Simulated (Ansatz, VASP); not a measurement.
**One calculation of BP, two programs**

```xyz
2
Lattice="0.0000 2.2929 2.2929 2.2929 0.0000 2.2929 2.2929 2.2929 0.0000" Properties=species:S:1:pos:R:3 pbc="T T T"
B     0.0000    0.0000    0.0000
P     1.1464    1.1464    1.1464
```

Alike in both runs: task single point; functional PBE; k mesh 6 × 6 × 6; occupations gaussian, width 0.05 eV; no spin polarisation.

```csv
,VASP,Ansatz
version,VASP 6.6.1,Ansatz 0.2.0
potentials or method,"VASP PAW PBE potentials, release 64 (B, P), cutoff 500 eV","scalar-relativistic, plane waves, PAW"
valence electrons in the cell,8,8
```

Ansatz gave:

```
gap on the k mesh at the Fermi level (eV) : 1.39
least direct gap on the mesh (eV)         : 3.36
pressure (GPa)                            : -3.7
```

Question: Which values does VASP return?

Answer: gap on the k mesh at the Fermi level (eV): 1.39; least direct gap on the mesh (eV): 3.35; pressure (GPa): -3.9.

With one functional, cell and mesh, what is left measures potentials, basis and numerics.
